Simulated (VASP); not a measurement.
## BaTiO3: single point with PBE+U

The system is BaTiO3.

```
CELL_PARAMETERS angstrom
3.99980 0.00000 0.00000
0.00000 3.99980 0.00000
0.00000 0.00000 4.01800
ATOMIC_POSITIONS crystal
Ba 0.00000 0.00000 0.00000
Ti 0.50000 0.50000 0.49000
O 0.50000 0.50000 0.01900
O 0.50000 0.00000 0.51700
O 0.00000 0.50000 0.51700
```

```yaml
Program: VASP 6.6.1
Task: single point
Functional: PBE
Potentials_or_basis: VASP PAW PBE potentials, release 64 (Ba_sv, Ti_sv, O)
Cutoff: 520 eV
k_mesh: 4 × 4 × 4
Occupations: fermi-dirac, width 0.05 eV
Spin: no spin polarisation
Hubbard_terms: Ti d U = 3.0 eV
```

- Pressure: 6.6 GPa
- Largest force: 0.257 eV/Å
- Band gap on the k mesh: 2.11 eV, indirect (least direct gap 2.42 eV)

Forces in eV/Å, atoms in the order of the input:
```
Ba   0.000  0.000  0.067
Ti   0.000  0.000  0.257
O    0.000  0.000 -0.110
O    0.000  0.000 -0.107
O    0.000  0.000 -0.107
```

Stress tensor (GPa, compression positive):
```
6.23 0.00 0.00
0.00 6.23 0.00
0.00 0.00 7.46
```

Levels at points of the mesh, in eV from the valence-band top:
```tsv
k point	band 17	band 18	band 19	band 20	band 21	band 22	band 23	band 24
(0.00, 0.00, 0.00)	-1.15	-0.33	-0.30	-0.30	2.11	2.29	2.29	3.99
(0.50, 0.00, 0.00)	-1.77	-1.70	-0.97	-0.89	2.44	3.80	3.82	4.02
(0.50, 0.50, 0.00)	-1.88	-0.98	-0.98	-0.09	3.83	3.83	4.25	4.66
(0.00, 0.00, 0.50)	-1.88	-1.88	-0.76	-0.76	2.29	3.85	3.85	3.99
(0.50, 0.00, 0.50)	-1.84	-0.92	-0.90	-0.17	3.83	3.86	4.22	4.78
(0.50, 0.50, 0.50)	-2.36	-0.08	-0.08	0.00	4.46	4.46	4.48	6.48
```

Eigenvalues of the final occupation matrices:
| site | spin | trace | eigenvalues |
| --- | --- | --- | --- |
| site 2 d | 1 | 0.82 | 0.11 0.11 0.11 0.24 0.24 |
| site 2 d | 2 | 0.82 | 0.11 0.11 0.11 0.24 0.24 |

It took 50 s on 1 thread of Intel(R) Xeon(R) Platinum 8175M CPU @ 2.50GHz (Skylake/Cascade Lake), with other jobs on the host, peak memory 0.19 GiB.

Caveat: spin-orbit coupling is left out, which moves the levels of the heavy elements. A k mesh can miss the band edges.
